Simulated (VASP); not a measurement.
**AlN: single point with PBE**

The system is AlN.

```xyz
2
Lattice="0.0000 2.1849 2.2286 2.1849 0.0000 2.2286 2.1849 2.1849 0.0000" Properties=species:S:1:pos:R:3 pbc="T T T"
Al    0.0000    0.0000    0.0000
N     1.0924    1.0924    1.1143
```

This cell differs from its parent crystal: uniaxial z strain +2.0%.

```yaml
Program: VASP 6.6.1
Task: single point
Functional: PBE
Potentials_or_basis: VASP PAW PBE potentials, release 64 (Al, N)
Cutoff: 520 eV
k_mesh: 10 × 10 × 10
Occupations: fermi-dirac, width 0.02 eV
Spin: no spin polarisation
Dipole_correction: no
Further_INCAR_settings: ALGO = Normal; EDIFF = 1e-06; NBANDS = 11
```

* Pressure: 0.3 GPa
* Band gap on the k mesh: 3.25 eV (least direct gap 3.98 eV)

Stress tensor (GPa, compression positive):
```
 1.21  0.00  0.00
 0.00  1.21  0.00
 0.00  0.00 -1.59
```

Levels at points of the mesh, in eV from the valence-band top:
```
           k point  band 1  band 2  band 3  band 4  band 5  band 6  band 7  band 8
(0.00, 0.00, 0.00)  -14.89   -0.09    0.00    0.00    3.98   12.32   12.32   12.34
(0.50, 0.00, 0.00)  -12.90   -5.80   -0.59   -0.42    7.14    9.69   10.83   11.17
(0.50, 0.50, 0.00)  -12.34   -4.99   -1.67   -1.67    3.34    8.66   13.41   15.55
(0.50, 0.00, 0.50)  -12.26   -4.81   -1.84   -1.83    3.25    8.36   13.76   15.10
```

Run time: 15 s on 1 thread of Intel Xeon 8259CL, with other jobs on the host, peak memory 0.14 GiB.

Caveat: the cell differs from its parent crystal (uniaxial z strain +2.0%). A k mesh can miss the band edges.
